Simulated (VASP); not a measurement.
Set up this calculation in VASP 6.6.1, as the native input.

| Quantity | Value |
| --- | --- |
| Task | single point |
| Functional | PBEsol |
| Potentials or basis | VASP PAW PBE potentials, release 64 (Pt) |
| Cutoff | 520 eV |
| k mesh | 24 × 24 × 24 |
| Occupations | gaussian, width 0.15 eV |
| Spin | no spin polarisation |
| Dipole correction | no |
| Further INCAR settings | ALGO = Fast; EDIFF = 1e-07; NBANDS = 11 |

The structure of Pt lies in POSCAR:

```
Pt
1.0
    0.0000000000      1.7443784117      2.4665510741
    1.7443784117      0.0000000000      2.4665510741
    1.7443784117      1.7443784117      0.0000000000
Pt
1
Direct
    0.0000000000      0.0000000000      0.0000000000
```

This cell differs from its parent crystal: ratio of the length along z to the lengths across it x 1.414, volume and fractional coordinates fixed.

The input as run:

INCAR

```
PREC = Accurate ; ENCUT = 520
EDIFF = 1E-7 ; ISMEAR = 0
SIGMA = 0.15 ; LREAL = F
LASPH = T ; NELM = 100
ALGO = Fast ; ISIF = 2
LWAVE = F ; LCHARG = F
GGA = PS ; NBANDS = 11
```

KPOINTS

```
regular mesh
0
Gamma
  24 24 24
```

Potentials or basis: VASP PAW PBE potentials, release 64 (Pt).

Command:

```console
$ cat potpaw_PBE.64/Pt/POTCAR > POTCAR
$ mpirun -np 1 vasp_std > vasp.out
```

It gave:

```json
{
 "Pressure": "24.2 GPa",
 "Band gap on the k mesh": "zero (bands 5 and 6 overlap by 4.98 eV)"
}
```

Caveat: the cell stands under pressure; the PAW data sets were made with another functional, which shifts forces and pressure a little; spin-orbit coupling is left out, which moves the levels of the heavy elements.

It took 51 s on 1 thread of Intel(R) Xeon(R) 6975P-C (Granite Rapids) (shared host), peak memory 0.28 GiB.
